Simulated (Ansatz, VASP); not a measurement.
## CdF2: VASP beside Ansatz

Contents of INCAR:

```
  PREC = Accurate
  ENCUT = 520
  EDIFF = 1E-7
  ISMEAR = 0
  SIGMA = 0.05
  LREAL = F
  LASPH = T
  NELM = 60
  ALGO = Normal
  ISIF = 2
  LWAVE = F
  LCHARG = T
  GGA = PS
  LELF = T
  LVHAR = T
  NBANDS = 20
```

Contents of KPOINTS:

```
regular mesh
0
Gamma
  8 8 8
```

File POSCAR:

```
CdF2
1.0
    0.0000000000      2.5440089431      3.0958838991
    2.4363260249      0.0000000000      3.0958838991
    2.4363260249      2.5440089431      0.0000000000
Cd F
1 2
Direct
    0.0000000000      0.0000000000      0.0000000000
    0.2500000000      0.2500000000      0.2500000000
    0.7500000000      0.7500000000      0.7500000000
```

Input for Ansatz:

```yaml
crystal:
  lattice:
    - [0.0, 2.5440089431, 3.0958838991]
    - [2.4363260249, 0.0, 3.0958838991]
    - [2.4363260249, 2.5440089431, 0.0]
  atoms:
    - { symbol: Cd, position: [0.0, 0.0, 0.0] }
    - { symbol: F, position: [0.25, 0.25, 0.25] }
    - { symbol: F, position: [0.75, 0.75, 0.75] }
basis:
  ecutwfc: 520.0
kpoints:
  mp_grid: { grid: [8, 8, 8] }
hamiltonian:
  xc: pbesol
scf:
  occupations: { method: gaussian, width: 0.05 }
output:
  forces: true
  stress: true
  eigenvalues: true
```

Change from the starting cell: strain +e along x and -e along y -0.0200, strain +e along z and -e/2 along x and y +0.1500.

Alike in both runs: task single point; functional PBEsol; k mesh 8 × 8 × 8; occupations gaussian, width 0.05 eV; no spin polarisation.

|  | VASP | Ansatz |
| --- | --- | --- |
| version | VASP 6.6.1 | Ansatz 0.2.0 |
| potentials or method | VASP PAW PBE potentials, release 64 (Cd, F), cutoff 520 eV | scalar-relativistic, plane waves, PAW |
| valence electrons in the cell | 26 | 34 |

|  | VASP | Ansatz | Ansatz less VASP |
| --- | --- | --- | --- |
| gap on the k mesh at the Fermi level (eV) | 1.89 | 1.93 | +0.034 |
| least direct gap on the mesh (eV) | 2.41 | 2.45 | +0.041 |
| pressure (GPa) | 1.8 | 1.1 | -0.78 |
| traceless stress, the component that is largest in VASP (GPa) | -17.37 | -17.64 | -0.270 |

VASP's potentials were made for PBE, not for PBEsol. VASP's potentials hold 26 valence electrons a cell and Ansatz's 34, so a difference there can come from the potentials and not from the codes.
